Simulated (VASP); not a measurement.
Wanted: the native input for a VASP 6.6.1 run.

```
Task                   : relaxation of cell and atoms
Functional             : PBEsol
Potentials or basis    : VASP PAW PBE potentials, release 64 (Bi_d)
Cutoff                 : 600 eV
k mesh                 : 12 × 12 × 8
Occupations            : gaussian, width 0.1 eV
Spin                   : no spin polarisation
Dipole correction      : no
Further INCAR settings : ALGO = Fast; EDIFF = 1e-06; IBRION = 2; EDIFFG = -0.01; NSW = 100; ISIF = 3
```

The structure of Bi lies in POSCAR:

```
Bi
1.0
    5.2931793225      0.0000000000      0.0000000000
   -2.6465896612      4.5840277601      0.0000000000
    0.0000000000      0.0000000000      6.4323450641
Bi
4
Direct
    0.0000000000      0.0000000000      0.2500000000
    0.0000000000      0.0000000000      0.7500000000
    0.3333333333      0.6666666667      0.7500000000
    0.6666666667      0.3333333333      0.2500000000
```

This isn't the form of Bi at room conditions, which is rhombohedral.

One way to write it, as run:

INCAR

```
SYSTEM = Bi
ALGO = Fast ; EDIFF = 1E-6
EDIFFG = -0.01 ; ENCUT = 600
GGA = PS ; IBRION = 2
ISIF = 3 ; ISMEAR = 0
LASPH = .TRUE. ; LCHARG = .FALSE.
LREAL = .FALSE. ; LWAVE = .FALSE.
NELM = 100 ; NSW = 100
PREC = Accurate ; SIGMA = 0.1
```

KPOINTS

```
k-points
0
G
  12 12 8
  0 0 0
```

Potentials or basis: VASP PAW PBE potentials, release 64 (Bi_d).

The run is started by

```sh
$ cat potpaw_PBE.64/Bi_d/POTCAR > POTCAR
$ mpirun -np 1 vasp_std > vasp.out
```

It gave:

```
Relaxed volume                        : 38.73 Å³/atom
Relaxed cell                          : a = 5.326 Å, b = 5.326 Å, c = 6.305 Å, α = 90.00°, β = 90.00°, γ = 120.00°
Space group after relaxing (to 0.1 Å) : P6_3/mmc (No. 194)
Energy gained by relaxing             : 3.1 meV/atom
Ionic steps                           : 5
Pressure after relaxing               : 0.0 GPa
Band gap on the k mesh                : zero (bands 30 and 31 overlap by 0.53 eV)
```

Caveat: the PAW data sets were made with another functional, which shifts forces and pressure a little; spin-orbit coupling is left out, which moves the levels of the heavy elements.

Wall time 39 min on 1 thread of Oxide Virtual Turin-like Processor, on a shared host, peak memory 0.59 GiB.
